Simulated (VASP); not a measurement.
# TaN (P-6m2) in VASP: notebook

TaN is run at these levels: PBEsol; tasks: single point.

All numbers are computed with VASP 6.6.1; they aren't measurements. Logs are shortened: lines on timing, memory, paths and dates and some standing lists are left out, and cuts for length are marked.

## (1) The cell of the first run

Symmetry: P-6m2, No. 187, hexagonal system. Conventional cell: a = 2.957 Å, b = 2.957 Å, c = 3.145 Å, α = 90.00°, β = 90.00°, γ = 120.00°. Ta (site symmetry -6m2) has 6 N at 2.32 Å and 8 Ta at 2.96 to 3.14 Å within 3.2 Å. N (site symmetry -6m2) has 6 Ta at 2.32 Å and 8 N at 2.96 to 3.14 Å within 3.2 Å.

## (2) Single point, PBEsol (11.90 Å³/atom)

Input file INCAR:

```
SYSTEM = TaN
PREC = Accurate
ENCUT = 520
EDIFF = 1E-6
ISMEAR = 0
SIGMA = 0.15
LREAL = .False.
LASPH = .True.
NELM = 60
ALGO = Normal
ISIF = 2
LWAVE = .False.
LCHARG = .True.
GGA = PS
LELF = .True.
LVHAR = .True.
NBANDS = 15
```

Input file KPOINTS:

```
Automatic mesh
0
Gamma
  21 21 18
  0 0 0
```

Input file POSCAR:

```
TaN
1.0
    2.9565895732      0.0000000000      0.0000000000
   -1.4782947866      2.5604816790      0.0000000000
    0.0000000000      0.0000000000      3.1449243290
Ta N
1 1
Direct
    0.3333333333      0.6666666667      0.5000000000
    0.0000000000      0.0000000000      0.0000000000
```

Potentials or basis: VASP PAW PBE potentials, release 64 (Ta_pv, N).

Command:

```console
cat potpaw_PBE.64/Ta_pv/POTCAR potpaw_PBE.64/N/POTCAR > POTCAR
mpirun -np 1 vasp_std > vasp.out
```

OUTCAR:

```text
SYSTEM = TaN
   PREC = Accurate
   ENCUT = 520
   EDIFF = 1E-6
   ISMEAR = 0
   LREAL = .False.
   LASPH = .True.
   NELM = 60
   ISIF = 2
   GGA = PS

 ion  position               nearest neighbor table
   1  0.333  0.667  0.500-   2 2.32   2 2.32   2 2.32   2 2.32   2 2.32   2 2.32
   2  0.000  0.000  0.000-   1 2.32   1 2.32   1 2.32   1 2.32   1 2.32   1 2.32

  LATTYP: Found a hexagonal cell.
 ALAT       =     2.9565895732
 C/A-ratio  =     1.0637000000

  Lattice vectors:

 A1 = (   2.9565895732,   0.0000000000,   0.0000000000)
 A2 = (  -1.4782947866,   2.5604816790,   0.0000000000)
 A3 = (   0.0000000000,   0.0000000000,   3.1449243290)

Analysis of symmetry for initial positions (statically):
=====================================================================
 Subroutine PRICEL returns:
 Original cell was already a primitive cell.

 Routine SETGRP: Setting up the symmetry group for a
 hexagonal supercell.

 Subroutine GETGRP returns: Found 12 space group operations
 (whereof 12 operations were pure point group operations)
 out of a pool of 24 trial point group operations.

The static configuration has the point symmetry D_3h.

Analysis of symmetry for dynamics (positions and initial velocities):
=====================================================================
 Subroutine PRICEL returns:
 Original cell was already a primitive cell.

 Routine SETGRP: Setting up the symmetry group for a
 hexagonal supercell.

 Subroutine GETGRP returns: Found 12 space group operations
 (whereof 12 operations were pure point group operations)
 out of a pool of 24 trial point group operations.

The dynamic configuration has the point symmetry D_3h.

 Subroutine INISYM returns: Found 12 space group operations
 (whereof 12 operations are pure point group operations),
 and found     1 'primitive' translations

----------------------------------------------------------------------------------------

                                     Primitive cell

  volume of cell :      23.8080

  direct lattice vectors                    reciprocal lattice vectors
     2.956589573  0.000000000  0.000000000     0.338227534  0.195275758  0.000000000
    -1.478294787  2.560481679  0.000000000     0.000000000  0.390551515  0.000000000
     0.000000000  0.000000000  3.144924329     0.000000000  0.000000000  0.317972675

  length of vectors
     2.956589573  2.956589573  3.144924329     0.390551515  0.390551515  0.317972675

  position of ions in fractional coordinates (direct lattice)
     0.333333333  0.666666667  0.500000000
     0.000000000  0.000000000  0.000000000

  ion indices of the primitive-cell ions
   primitive index   ion index
                 1           1
                 2           2

----------------------------------------------------------------------------------------

 KPOINTS: Automatic mesh

Automatic generation of k-mesh.
 Grid dimensions read from file:
 generate k-points for:   21   21   18

 Generating k-lattice:

  Cartesian coordinates                     Fractional coordinates (reciprocal lattice)
     0.016106073  0.009298846  0.000000000     0.047619048  0.000000000  0.000000000
     0.000000000  0.018597691  0.000000000     0.000000000  0.047619048  0.000000000
     0.000000000  0.000000000  0.017665149     0.000000000  0.000000000  0.055555556

  Length of vectors
     0.018597691  0.018597691  0.017665149

  Shift w.r.t. Gamma in fractional coordinates (k-lattice)
     0.000000000  0.000000000  0.000000000

 Subroutine IBZKPT returns following result:
 ===========================================

 Found    480 irreducible k-points:

 Following reciprocal coordinates:
            Coordinates               Weight
  0.000000  0.000000  0.000000      1.000000
  0.047619 -0.000000  0.000000      6.000000
  0.095238  0.000000  0.000000      6.000000
  0.142857  0.000000  0.000000      6.000000
  0.190476  0.000000  0.000000      6.000000
  0.238095  0.000000  0.000000      6.000000
[... 16 lines left out ...]
  0.142857  0.095238  0.000000     12.000000
  0.190476  0.095238  0.000000     12.000000
 [... further k-points ...]
   k-points           NKPTS =    480   k-points in BZ     NKDIM =    480   number of bands    NBANDS=     15
   number of dos      NEDOS =    301   number of ions     NIONS =      2
   total plane-waves  NPLWV =  13824
   dimension x,y,z NGX =    24 NGY =   24 NGZ =   24
   dimension x,y,z NGXF=    48 NGYF=   48 NGZF=   48
   ions per type =               1   1
   NGX,Y,Z   is equivalent  to a cutoff of  13.49, 13.49, 12.69 a.u.
   NGXF,Y,Z  is equivalent  to a cutoff of  26.99, 26.99, 25.37 a.u.
 SYSTEM =  TaN
   PREC   = accura    normal or accurate (medium, high low for compatibility)
   ISTART =      0    job   : 0-new  1-cont  2-samecut
   ICHARG =      2    charge: 1-file 2-atom 10-const
   ISPIN  =      1    spin polarized calculation?
   LNONCOLLINEAR =      F non collinear calculations
   LSORBIT =      F    spin-orbit coupling
   LASPH  =      T    aspherical Exc in radial PAW
   ENCUT  =  520.0 eV  38.22 Ry    6.18 a.u.   5.50  5.50  5.85*2*pi/ulx,y,z
   NELM   =     60;   NELMIN=  2; NELMDL= -5     # of ELM steps
   EDIFF  = 0.1E-05   stopping-criterion for ELM
   LREAL  =      F    real-space projection
[... 7 lines left out ...]
   TEBEG  =    0.0;   TEEND  =   0.0 temperature during run
   PSTRESS=    0.0 pullay stress
   NELECT =      16.0000    total number of electrons
   NUPDOWN=      -1.0000    fix difference up-down
   EMIN   =  10.00;   EMAX   =-10.00  energy-range for DOS
   EFERMI =   0.00;   METHOD = LEGACY
   ISMEAR =     0;   SIGMA  =   0.15  broadening in eV -4-tet -1-fermi 0-gaus
   EFERMI_NEDOS =   21; number of points for ismear=-14 and -15
   IALGO  =     38    algorithm
   IMIX   =      4    mixing-type and parameters
     AMIX     =   0.40;   BMIX     =  1.00
     AMIX_MAG =   1.60;   BMIX_MAG =  1.00
  volume/ion in A,a.u.               =      11.90        80.33
  Fermi-wavevector in a.u.,A,eV,Ry     =   1.433972  2.709813 27.977310  2.056274
  Thomas-Fermi vector in A             =   2.553431
   LORBIT       =      0    0 simple, 1 ext, 2 COOP (PROOUT), +10 PAW based schemes
   GGA     = PS    functional components
   LHFCALC =     F    Hartree Fock is set to
   AEXX    =    0.0000 exact exchange contribution
   IVDW    =     0    specifies the selected vdW correction
   LEPSILON=     F    determine dielectric tensor
   LRPA    =     F    only Hartree local field effects (RPA)
 non-spin polarized calculation
 Gauss-broadening in eV      SIGMA  =   0.15
  energy-cutoff  :      520.00
  volume of cell :       23.81
 maximum number of plane-waves:       661
 NGX is ok and might be reduce to    24
   NGX = 11   NGY = 11   NGZ = 11

 number of electron      16.0000002 magnetization

 Free energy of the ion-electron system (eV)
  ---------------------------------------------------
  ext. energy  EPLUGINS =         0.00000000
  ---------------------------------------------------
  free energy    TOTEN  =       -23.34320643 eV

  energy without entropy =      -23.34250543  energy(sigma->0) =      -23.34285593

 E-fermi :   6.9844     XC(G=0): -12.9802

 val. band max:        6.9468722731   @ k =   0.0476  -0.0000   0.5000
 cond. band min:       6.9864370114   @ k =   0.0476  -0.0000   0.4444
 fundamental gap:      0.0395647383
 Fermi energy:         6.9844470372

 k-point     1 :       0.0000    0.0000    0.0000
  band No.  band energies     occupation
      1     -28.1826      2.00000
      2     -27.7461      2.00000
      3     -27.7461      2.00000
      4      -9.7999      2.00000
      5       2.8930      2.00000
      6       3.5338      2.00000
      7       3.5338      2.00000
      8       3.8732      2.00000
      9       9.2101      0.00000
     10       9.8115      0.00000
     11       9.8115      0.00000
     12      10.4064      0.00000
     13      10.4064      0.00000
     14      19.3893      0.00000
     15      20.0170      0.00000

 k-point     2 :       0.0476   -0.0000    0.0000
  band No.  band energies     occupation
      1     -28.1797      2.00000
      2     -27.7675      2.00000
      3     -27.7508      2.00000
      4      -9.7577      2.00000
      5       2.9584      2.00000
      6       3.3856      2.00000
      7       3.5656      2.00000
      8       3.8099      2.00000
      9       9.2985      0.00000
     10       9.7944      0.00000
     11       9.8257      0.00000
     12      10.3812      0.00000
     13      10.4631      0.00000
     14      19.4187      0.00000
     15      20.0179      0.00000

 k-point     3 :       0.0952    0.0000    0.0000
  band No.  band energies     occupation
      1     -28.1712      2.00000
      2     -27.8295      2.00000
      3     -27.7644      2.00000
      4      -9.6340      2.00000
      5       2.9585      2.00000
      6       3.1853      2.00000
      7       3.6331      2.00000
      8       3.6566      2.00000
      9       9.2341      0.00000
     10       9.8733      0.00000
     11      10.0392      0.00000
     12      10.3088      0.00000
     13      10.6155      0.00000
     14      19.4822      0.00000
     15      20.0191      0.00000

 k-point     4 :       0.1429    0.0000    0.0000
  band No.  band energies     occupation
      1     -28.1580      2.00000
      2     -27.9255      2.00000
      3     -27.7858      2.00000
      4      -9.4378      2.00000
      5       2.4365      2.00000
      6       3.3753      2.00000
      7       3.4724      2.00000
      8       3.7932      2.00000
      9       8.9206      0.00000
     10       9.9693      0.00000
     11      10.1978      0.00000
     12      10.5915      0.00000
     13      10.8194      0.00000
     14      19.5446      0.00000
     15      20.0194      0.00000
[... 307 lines left out ...]
 k-point    22 :       0.0952    0.0952    0.0000
  band No.  band energies     occupation
      1     -28.1505      2.00000
      2     -27.9736      2.00000
      3     -27.8034      2.00000
      4      -9.3253      2.00000
      5       2.1974      2.00000
      6       3.2414      2.00000
      7       3.6316      2.00000
      8       3.8322      2.00000
      9       8.7311      0.00000
     10      10.0501      0.00000
     11      10.0600      0.00000
     12      10.8926      0.00000
     13      11.0079      0.00000
     14      19.5796      0.00000
     15      20.0199      0.00000

 k-point    23 :       0.1429    0.0952    0.0000
  band No.  band energies     occupation
      1     -28.1344      2.00000
      2     -28.0814      2.00000
      3     -27.8356      2.00000
      4      -9.0788      2.00000
      5       1.6956      2.00000
      6       2.9698      2.00000
      7       3.9129      2.00000
      8       3.9880      2.00000
      9       8.4068      0.00000
     10       9.8331      0.00000
     11      10.2975      0.00000
     12      11.2764      0.00000
     13      11.4508      0.00000
     14      19.6520      0.00000
     15      20.0220      0.00000

 k-point    24 :       0.1905    0.0952    0.0000
  band No.  band energies     occupation
      1     -28.2003      2.00000
      2     -28.1161      2.00000
      3     -27.8719      2.00000
      4      -8.7927      2.00000
      5       1.1917      2.00000
      6       2.6900      2.00000
      7       3.9471      2.00000
      8       4.3590      2.00000
      9       8.1870      0.00000
     10       9.5931      0.00000
     11      10.6493      0.00000
     12      11.5257      0.00000
     13      11.9806      0.00000
     14      19.7525      0.00000
     15      20.0322      0.00000

 [... further k-points ...]

------------------------ aborting loop because EDIFF is reached ----------------------------------------

  FORCE on cell =-STRESS in cart. coord.  units (eV):
  Direction    XX          YY          ZZ          XY          YZ          ZX
  --------------------------------------------------------------------------------------
  -------------------------------------------------------------------------------------
  Total       -2.5564519     -2.5564519     -9.1530321      0.0000000      0.0000000      0.0000000
  in kB     -172.0383610   -172.0383610   -615.9602027      0.0000000      0.0000000      0.0000000
  external PRESSURE =    -320.0123082 kB  Pullay stress =       0.0000000 kB

 VOLUME and BASIS-vectors are now :
 -----------------------------------------------------------------------------
  energy-cutoff  :      520.00
  volume of cell :       23.81
      direct lattice vectors                 reciprocal lattice vectors
     2.956589573  0.000000000  0.000000000     0.338227534  0.195275758  0.000000000
    -1.478294787  2.560481679  0.000000000     0.000000000  0.390551515  0.000000000
     0.000000000  0.000000000  3.144924329     0.000000000  0.000000000  0.317972675

 POSITION                                       TOTAL-FORCE (eV/Angst)
 -----------------------------------------------------------------------------------
     -0.00000      1.70699      1.57246         0.000000     -0.000000      0.000000
      0.00000      0.00000      0.00000        -0.000000      0.000000      0.000000
 -----------------------------------------------------------------------------------
    total drift:                                0.000000     -0.000000     -0.000000

  FREE ENERGIE OF THE ION-ELECTRON SYSTEM (eV)
  ---------------------------------------------------
  free  energy   TOTEN  =       -23.3432064298 eV

  energy  without entropy=      -23.3425054290  energy(sigma->0) =      -23.34285593
```

Wall time 2.3 min (1 thread of Intel Xeon 8259CL, shared host); peak memory 0.28 GiB.

What came out:

```
Free energy            : -23.3432 eV
Pressure               : -32.0 GPa
Band gap on the k mesh : zero (bands 8 and 9 overlap by 0.42 eV)
```

Caveat: the stress differs along the axes, from -62 to -17 GPa; the PAW data sets were made with another functional, which shifts forces and pressure a little; spin-orbit coupling is left out, which moves the levels of the heavy elements.

## (3) Single point, PBEsol (11.90 Å³/atom)

Input file INCAR:

```
SYSTEM = TaN
ALGO = Normal ; EDIFF = 1E-7
ENCUT = 520 ; GGA = PS
ISIF = 2 ; ISMEAR = 0
LASPH = .TRUE. ; LCHARG = .FALSE.
LREAL = .FALSE. ; LWAVE = .FALSE.
NBANDS = 15 ; NELM = 100
PREC = Accurate ; SIGMA = 0.15
```

Input file KPOINTS:

```
k-points
0
G
  21 21 18
  0 0 0
```

Input file POSCAR:

```
TaN
1.0
    2.9963643940      0.0000000000      0.0000000000
   -1.4981821970      2.5949276842      0.0000000000
    0.0000000000      0.0000000000      3.0619847742
Ta N
1 1
Direct
    0.3333333333      0.6666666667      0.5000000000
    0.0000000000      0.0000000000      0.0000000000
```

Potentials or basis: VASP PAW PBE potentials, release 64 (Ta_pv, N).

Command:

```console
cat potpaw_PBE.64/Ta_pv/POTCAR potpaw_PBE.64/N/POTCAR > POTCAR
mpirun -np 1 vasp_std > vasp.out
```

OUTCAR:

```text
SYSTEM = TaN
   EDIFF = 1E-7
   ENCUT = 520
   GGA = PS
   ISIF = 2
   ISMEAR = 0
   LASPH = .TRUE.
   LREAL = .FALSE.
   NELM = 100
   PREC = Accurate

 ion  position               nearest neighbor table
   1  0.333  0.667  0.500-   2 2.31   2 2.31   2 2.31   2 2.31   2 2.31   2 2.31
   2  0.000  0.000  0.000-   1 2.31   1 2.31   1 2.31   1 2.31   1 2.31   1 2.31

  LATTYP: Found a hexagonal cell.
 ALAT       =     2.9963643940
 C/A-ratio  =     1.0219000000

  Lattice vectors:

 A1 = (   2.9963643940,   0.0000000000,   0.0000000000)
 A2 = (  -1.4981821970,   2.5949276842,   0.0000000000)
 A3 = (   0.0000000000,   0.0000000000,   3.0619847742)

Analysis of symmetry for initial positions (statically):
=====================================================================
 Subroutine PRICEL returns:
 Original cell was already a primitive cell.

 Routine SETGRP: Setting up the symmetry group for a
 hexagonal supercell.

 Subroutine GETGRP returns: Found 12 space group operations
 (whereof 12 operations were pure point group operations)
 out of a pool of 24 trial point group operations.

The static configuration has the point symmetry D_3h.

[... 175 lines left out ...]
      6       3.2363      2.00000
      7       3.2363      2.00000
      8       4.0783      2.00000
      9       8.8748      0.00000
     10      10.0253      0.00000
     11      10.0253      0.00000
     12      10.4431      0.00000
     13      10.4431      0.00000
     14      19.4102      0.00000
[... 401 lines left out ...]
      2     -28.0329      2.00000
      3     -27.8648      2.00000
      4      -8.8805      2.00000
      5       0.9884      2.00000
      6       2.9233      2.00000
      7       3.6945      2.00000
      8       4.3900      2.00000
      9       8.4590      0.00000
     10       9.7131      0.00000
     11      10.7079      0.00000
     12      11.5946      0.00000
     13      11.7397      0.00000
     14      19.6056      0.00000
     15      20.0637      0.00000

 [... further k-points ...]

------------------------ aborting loop because EDIFF is reached ----------------------------------------

  FORCE on cell =-STRESS in cart. coord.  units (eV):
  Direction    XX          YY          ZZ          XY          YZ          ZX
  --------------------------------------------------------------------------------------
  -------------------------------------------------------------------------------------
  Total       -3.5951153     -3.5951153     -7.1595230      0.0000000      0.0000000      0.0000000
  in kB     -241.9359990   -241.9359990   -481.8055052      0.0000000      0.0000000      0.0000000
  external PRESSURE =    -321.8925010 kB  Pullay stress =       0.0000000 kB

 VOLUME and BASIS-vectors are now :
 -----------------------------------------------------------------------------
  energy-cutoff  :      520.00
  volume of cell :       23.81
      direct lattice vectors                 reciprocal lattice vectors
     2.996364394  0.000000000  0.000000000     0.333737780  0.192683597  0.000000000
    -1.498182197  2.594927684  0.000000000     0.000000000  0.385367194  0.000000000
     0.000000000  0.000000000  3.061984774     0.000000000  0.000000000  0.326585556

 POSITION                                       TOTAL-FORCE (eV/Angst)
 -----------------------------------------------------------------------------------
     -0.00000      1.72995      1.53099         0.000000      0.000000      0.000000
      0.00000      0.00000      0.00000        -0.000000     -0.000000      0.000000
 -----------------------------------------------------------------------------------
    total drift:                                0.000000     -0.000000     -0.000000

  FREE ENERGIE OF THE ION-ELECTRON SYSTEM (eV)
  ---------------------------------------------------
  free  energy   TOTEN  =       -23.4789237988 eV

  energy  without entropy=      -23.4781021266  energy(sigma->0) =      -23.47851296
```

Run time: 2.8 min. Hardware: 1 thread of Intel Xeon 8259CL, shared host; peak memory 0.29 GiB.

Results:

```yaml
Free_energy: -23.4789 eV
Pressure: -32.2 GPa
Band_gap_on_the_k_mesh: zero (bands 8 and 9 overlap by 0.35 eV)
```

Stress tensor (GPa, compression positive):
```
-24.19   0.00   0.00
  0.00 -24.19   0.00
  0.00   0.00 -48.18
```

Caveat: the stress differs along the axes, from -48 to -24 GPa; the PAW data sets were made with another functional, which shifts forces and pressure a little; spin-orbit coupling is left out, which moves the levels of the heavy elements.

(Continued in part 2 of 2.)

The gap in the log of VASP goes by the Fermi energy; the results here count the filled bands.